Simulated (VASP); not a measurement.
# Co3Sn2 (P-6m2) in VASP: single point with PBEsol

Aim: the single point of Co3Sn2 with PBEsol.

All numbers are computed with VASP 6.6.1; they aren't measurements. Logs are shortened: lines on timing, memory, paths and dates and some standing lists are left out, and cuts for length are marked.

### Step 1. The cell of the first run

Symmetry: P-6m2, No. 187, hexagonal system. Conventional cell: a = 4.631 Å, b = 4.631 Å, c = 4.993 Å, α = 90.00°, β = 90.00°, γ = 120.00°. Within 3.2 Å of Co (site symmetry 3m) lie 5 Co at 2.46 to 2.96 Å and 6 Sn at 2.94 to 2.96 Å. Co (site symmetry -6m2) has 5 Sn at 2.50 to 2.67 Å and 6 Co at 2.96 Å within 3.3 Å. Within 3.3 Å of Sn (site symmetry -6m2) lie 8 Co at 2.50 to 2.94 Å. Within 3.5 Å of Sn (site symmetry -6m2) lie 9 Co at 2.67 to 2.96 Å.

### Step 2. Single point, PBEsol, collinear spin, ferromagnetic start (strain +0.1125 x Voigt [1, 1, 0, 0, 0, 0])

File INCAR:

```
PREC = Accurate
ENCUT = 600
EDIFF = 1E-6
ISMEAR = 0
SIGMA = 0.15
LREAL = False
LASPH = True
NELM = 200
ALGO = Normal
ISIF = 2
LWAVE = False
LCHARG = False
ISPIN = 2
MAGMOM = 1.13 1.13 0.49 0 0
LORBIT = 11
LMAXMIX = 4
GGA = PS
NBANDS = 40
GGA_COMPAT = False
KPAR = 4
```

File KPOINTS:

```
Automatic mesh
0
Gamma
  12 12 10
```

File POSCAR:

```
Co3Sn2
1.0
    4.6314954736      0.0000000000      0.0000000000
   -2.3157477368      4.0109927376      0.0000000000
    0.0000000000      0.0000000000      4.9931273390
Co Sn
3 2
Direct
    0.0000000000      0.0000000000      0.7461013601
    0.0000000000      0.0000000000      0.2538986399
    0.6666666667      0.3333333333      0.0000000000
    0.6666666667      0.3333333333      0.5000000000
    0.3333333333      0.6666666667      0.0000000000
```

Potentials or basis: VASP PAW PBE potentials, release 64 (Co, Sn_d).

Launch:

```console
$ cat potpaw_PBE.64/Co/POTCAR potpaw_PBE.64/Sn_d/POTCAR > POTCAR
$ mpirun -np 4 vasp_std > vasp.out
```

OUTCAR:

```text
PREC = Accurate
   ENCUT = 600
   EDIFF = 1E-6
   ISMEAR = 0
   LREAL = False
   LASPH = True
   NELM = 200
   ISIF = 2
   ISPIN = 2
   LORBIT = 11
   GGA = PS

 ion  position               nearest neighbor table
   1  0.000  0.000  0.746-   2 2.46   2 2.54   4 2.94   4 2.94   4 2.94   5 2.96   3 2.96   3 2.96
                             5 2.96   3 2.96   5 2.96
   2  0.000  0.000  0.254-   1 2.46   1 2.54   4 2.94   4 2.94   4 2.94   3 2.96   5 2.96   3 2.96
                             5 2.96   3 2.96   5 2.96
   3  0.667  0.333  0.000-   4 2.50   4 2.50   5 2.67   5 2.67   5 2.67   1 2.96   2 2.96   1 2.96
                             2 2.96   1 2.96   2 2.96
   4  0.667  0.333  0.500-   3 2.50   3 2.50   1 2.94   2 2.94   1 2.94   2 2.94   1 2.94   2 2.94
                             5 3.66   5 3.66   5 3.66   5 3.66   5 3.66   5 3.66
   5  0.333  0.667  0.000-   3 2.67   3 2.67   3 2.67   1 2.96   2 2.96   2 2.96   1 2.96   2 2.96
                             1 2.96   4 3.66   4 3.66   4 3.66   4 3.66   4 3.66   4 3.66

  LATTYP: Found a hexagonal cell.
 ALAT       =     4.6314954736
 C/A-ratio  =     1.0780810145

  Lattice vectors:

 A1 = (   4.6314954736,   0.0000000000,   0.0000000000)
 A2 = (  -2.3157477368,   4.0109927376,   0.0000000000)
 A3 = (   0.0000000000,   0.0000000000,   4.9931273390)

Analysis of symmetry for initial positions (statically):
=====================================================================
 Subroutine PRICEL returns:
 Original cell was already a primitive cell.

 Routine SETGRP: Setting up the symmetry group for a
 hexagonal supercell.

 Subroutine GETGRP returns: Found 12 space group operations
 (whereof 12 operations were pure point group operations)
 out of a pool of 24 trial point group operations.

The static configuration has the point symmetry D_3h.

Analysis of symmetry for dynamics (positions and initial velocities):
=====================================================================
 Subroutine PRICEL returns:
 Original cell was already a primitive cell.

 Routine SETGRP: Setting up the symmetry group for a
 hexagonal supercell.

 Subroutine GETGRP returns: Found 12 space group operations
 (whereof 12 operations were pure point group operations)
 out of a pool of 24 trial point group operations.

The dynamic configuration has the point symmetry D_3h.

Analysis of structural, dynamic, and magnetic symmetry:
=====================================================================
 Subroutine PRICEL returns:
 Original cell was already a primitive cell.

 Routine SETGRP: Setting up the symmetry group for a
 hexagonal supercell.

 Subroutine GETGRP returns: Found 12 space group operations
 (whereof 12 operations were pure point group operations)
 out of a pool of 24 trial point group operations.

The overall configuration has the point symmetry D_3h.

 Subroutine INISYM returns: Found 12 space group operations
 (whereof 12 operations are pure point group operations),
 and found     1 'primitive' translations

----------------------------------------------------------------------------------------

                                     Primitive cell

  volume of cell :      92.7568

  direct lattice vectors                    reciprocal lattice vectors
     4.631495474  0.000000000  0.000000000     0.215912982  0.124657418  0.000000000
    -2.315747737  4.010992738  0.000000000     0.000000000  0.249314837  0.000000000
     0.000000000  0.000000000  4.993127339     0.000000000  0.000000000  0.200275285

  length of vectors
     4.631495474  4.631495474  4.993127339     0.249314837  0.249314837  0.200275285

  position of ions in fractional coordinates (direct lattice)
     0.000000000  0.000000000  0.746101360
     0.000000000  0.000000000  0.253898640
     0.666666667  0.333333333  0.000000000
     0.666666667  0.333333333  0.500000000
     0.333333333  0.666666667  0.000000000

  ion indices of the primitive-cell ions
   primitive index   ion index
                 1           1
                 2           2
                 3           3
                 4           4
                 5           5

----------------------------------------------------------------------------------------

[... 48 lines left out ...]
  0.250000  0.000000  0.100000     12.000000
  0.333333  0.000000  0.100000     12.000000
 [... further k-points ...]
   k-points           NKPTS =    114   k-points in BZ     NKDIM =    114   number of bands    NBANDS=     40
   number of dos      NEDOS =    301   number of ions     NIONS =      5
   total plane-waves  NPLWV =  64000
   dimension x,y,z NGX =    40 NGY =   40 NGZ =   40
   dimension x,y,z NGXF=    80 NGYF=   80 NGZF=   80
   ions per type =               3   2
   NGX,Y,Z   is equivalent  to a cutoff of  14.36, 14.36, 13.32 a.u.
   NGXF,Y,Z  is equivalent  to a cutoff of  28.72, 28.72, 26.64 a.u.
 SYSTEM =  unknown system
   PREC   = accura    normal or accurate (medium, high low for compatibility)
   ISTART =      0    job   : 0-new  1-cont  2-samecut
   ICHARG =      2    charge: 1-file 2-atom 10-const
   ISPIN  =      2    spin polarized calculation?
   LNONCOLLINEAR =      F non collinear calculations
   LSORBIT =      F    spin-orbit coupling
   LASPH  =      T    aspherical Exc in radial PAW
   ENCUT  =  600.0 eV  44.10 Ry    6.64 a.u.   9.25  9.25  9.97*2*pi/ulx,y,z
   NELM   =    200;   NELMIN=  2; NELMDL= -5     # of ELM steps
   EDIFF  = 0.1E-05   stopping-criterion for ELM
   LREAL  =      F    real-space projection
   EDIFFG = 0.1E-04   stopping-criterion for IOM
   NSW    =      0    number of steps for IOM
   IBRION =     -1    ionic relax: 0-MD 1-quasi-New 2-CG
   NFREE  =      0    steps in history (QN), initial steepest desc. (CG)
   ISIF   =      2    stress and relaxation
   ISYM   =      2    0-nonsym 1-usesym 2-fastsym
   POTIM  = 0.5000    time-step for ionic-motion
   TEBEG  =    0.0;   TEEND  =   0.0 temperature during run
   PSTRESS=    0.0 pullay stress
   NELECT =      55.0000    total number of electrons
   NUPDOWN=      -1.0000    fix difference up-down
   EMIN   =  10.00;   EMAX   =-10.00  energy-range for DOS
   EFERMI =   0.00;   METHOD = LEGACY
   ISMEAR =     0;   SIGMA  =   0.15  broadening in eV -4-tet -1-fermi 0-gaus
   EFERMI_NEDOS =   21; number of points for ismear=-14 and -15
   IALGO  =     38    algorithm
   IMIX   =      4    mixing-type and parameters
     AMIX     =   0.40;   BMIX     =  1.00
     AMIX_MAG =   1.60;   BMIX_MAG =  1.00
  volume/ion in A,a.u.               =      18.55       125.19
  Fermi-wavevector in a.u.,A,eV,Ry     =   1.375352  2.599038 25.736680  1.891593
  Thomas-Fermi vector in A             =   2.500695
   LORBIT       =     11    0 simple, 1 ext, 2 COOP (PROOUT), +10 PAW based schemes
   GGA     = PS    functional components
   LHFCALC =     F    Hartree Fock is set to
   AEXX    =    0.0000 exact exchange contribution
   IVDW    =     0    specifies the selected vdW correction
   LEPSILON=     F    determine dielectric tensor
   LRPA    =     F    only Hartree local field effects (RPA)
 spin polarized calculation
 Gauss-broadening in eV      SIGMA  =   0.15
  energy-cutoff  :      600.00
  volume of cell :       92.76
 maximum number of plane-waves:      3116
 NGX is ok and might be reduce to    40
   NGX = 19   NGY = 19   NGZ = 19

 number of electron      55.0000006 magnetization       3.7130587

 Free energy of the ion-electron system (eV)
  ---------------------------------------------------
  ext. energy  EPLUGINS =         0.00000000
  ---------------------------------------------------
  free energy    TOTEN  =       -30.17538363 eV

  energy without entropy =      -30.06822330  energy(sigma->0) =      -30.12180346

 E-fermi :   7.7029     XC(G=0): -11.3232

 val. band max:        7.7027888417   @ k =   0.4167   0.0000   0.3000
 cond. band min:       7.7032933637   @ k =   0.3333   0.3333   0.3000
 fundamental gap:      0.0005045220
 Fermi energy:         7.7028775457

 spin component 1

 k-point     1 :       0.0000    0.0000    0.0000
  band No.  band energies     occupation
      1     -13.5541      1.00000
      2     -13.5017      1.00000
      3     -13.5017      1.00000
      4     -13.3961      1.00000
      5     -13.3961      1.00000
      6     -13.2903      1.00000
[... 997 lines left out ...]
     38      14.8904      0.00000
     39      15.0795      0.00000

 [... further k-points ...]

 spin component 2

 k-point     1 :       0.0000    0.0000    0.0000
  band No.  band energies     occupation
      1     -13.5654      1.00000
      2     -13.5125      1.00000
      3     -13.5125      1.00000
      4     -13.4046      1.00000
      5     -13.4046      1.00000
      6     -13.2964      1.00000
[... 997 lines left out ...]
     38      15.0539      0.00000
     39      15.2279      0.00000

 [... further k-points ...]

 [bands above 39 left out]

------------------------ aborting loop because EDIFF is reached ----------------------------------------

  FORCE on cell =-STRESS in cart. coord.  units (eV):
  Direction    XX          YY          ZZ          XY          YZ          ZX
  --------------------------------------------------------------------------------------
  -------------------------------------------------------------------------------------
  Total      -12.2782818    -12.2782818     -5.0219822     -0.0000000      0.0000000      0.0000000
  in kB     -212.0813195   -212.0813195    -86.7441096     -0.0000000      0.0000000      0.0000000
  external PRESSURE =    -170.3022496 kB  Pullay stress =       0.0000000 kB

 VOLUME and BASIS-vectors are now :
 -----------------------------------------------------------------------------
  energy-cutoff  :      600.00
  volume of cell :       92.76
      direct lattice vectors                 reciprocal lattice vectors
     4.631495474  0.000000000  0.000000000     0.215912982  0.124657418  0.000000000
    -2.315747737  4.010992738  0.000000000     0.000000000  0.249314837  0.000000000
     0.000000000  0.000000000  4.993127339     0.000000000  0.000000000  0.200275285

 POSITION                                       TOTAL-FORCE (eV/Angst)
 -----------------------------------------------------------------------------------
      0.00000      0.00000      3.72538         0.000000     -0.000000      0.074784
      0.00000      0.00000      1.26775         0.000000      0.000000     -0.074784
      2.31575      1.33700      0.00000        -0.000000     -0.000000      0.000000
      2.31575      1.33700      2.49656        -0.000000     -0.000000      0.000000
     -0.00000      2.67400      0.00000         0.000000     -0.000000      0.000000
 -----------------------------------------------------------------------------------
    total drift:                               -0.000000      0.000000     -0.000000

  FREE ENERGIE OF THE ION-ELECTRON SYSTEM (eV)
  ---------------------------------------------------
  free  energy   TOTEN  =       -30.1753836263 eV

  energy  without entropy=      -30.0682233035  energy(sigma->0) =      -30.12180346

 total charge

# of ion       s       p       d       tot
------------------------------------------
    1        0.362   0.316   7.240   7.918
    2        0.362   0.316   7.240   7.918
    3        0.375   0.389   7.406   8.171
    4        1.132   1.112  10.020  12.265
    5        1.140   1.051  10.014  12.206
--------------------------------------------------
tot          3.372   3.185  41.921  48.477

 magnetization (x)

# of ion       s       p       d       tot
------------------------------------------
    1        0.009  -0.005   1.591   1.595
    2        0.009  -0.005   1.591   1.595
    3        0.005  -0.003   0.745   0.747
    4        0.005  -0.049  -0.009  -0.053
    5        0.004  -0.054  -0.003  -0.053
--------------------------------------------------
tot          0.033  -0.116   3.915   3.832
```

It took 7.9 min on 4 MPI ranks of Intel Xeon Platinum 8259CL at 2.50GHz (Skylake/Cascade Lake), shared host; peak memory 0.82 GiB.

Results:

```
Free energy                                           : -30.1754 eV
Pressure                                              : -17.0 GPa
Largest force                                         : 0.075 eV/Å
Net moment                                            : 3.71 μB per cell
Site moments                                          : Co +1.59, +0.75 (each value once); Sn -0.05 μB
Valence electrons inside the program's atomic spheres : Co 7.92, 8.17 (each value once); Sn 12.27, 12.21
```

Forces in eV/Å, atoms in the order of the input:
```
Co   0.000  0.000  0.075
Co   0.000  0.000 -0.075
Co   0.000  0.000  0.000
Sn   0.000  0.000  0.000
Sn   0.000  0.000  0.000
```

Levels at points of the mesh, in eV from the Fermi level:
Spin up:
```csv
k point,band 28,band 29,band 30,band 31,band 32,band 33
"(0.00, 0.00, 0.00)",0.09,1.03,1.03,1.76,2.17,2.17
"(0.50, 0.00, 0.00)",-1.21,-0.66,-0.51,0.50,1.92,2.68
"(0.00, 0.00, 0.50)",0.91,1.28,2.43,2.43,2.48,2.48
"(0.50, 0.00, 0.50)",-1.03,-0.76,0.07,1.31,1.34,1.67
```
Spin down:
| k point | band 22 | band 23 | band 24 | band 25 | band 26 | band 27 | band 28 | band 29 | band 30 | band 31 |
| --- | --- | --- | --- | --- | --- | --- | --- | --- | --- | --- |
| (0.00, 0.00, 0.00) | -0.96 | -0.08 | 0.09 | 0.09 | 0.59 | 0.59 | 1.32 | 1.49 | 1.49 | 1.79 |
| (0.50, 0.00, 0.00) | -1.07 | -0.37 | -0.27 | -0.21 | -0.10 | -0.09 | 0.46 | 0.55 | 0.59 | 1.16 |
| (0.00, 0.00, 0.50) | -0.70 | -0.70 | -0.06 | -0.06 | 0.04 | 0.04 | 0.90 | 1.47 | 2.90 | 2.90 |
| (0.50, 0.00, 0.50) | -0.75 | -0.73 | -0.42 | -0.28 | -0.18 | -0.05 | 0.15 | 0.20 | 1.08 | 1.80 |

Caveat: the cell differs from its parent crystal (strain +0.1125 x Voigt [1, 1, 0, 0, 0, 0]); the stress differs along the axes, from -21 to -9 GPa; the PAW data sets were made with another functional, which shifts forces and pressure a little; spin-orbit coupling is left out, which moves the levels of the heavy elements.
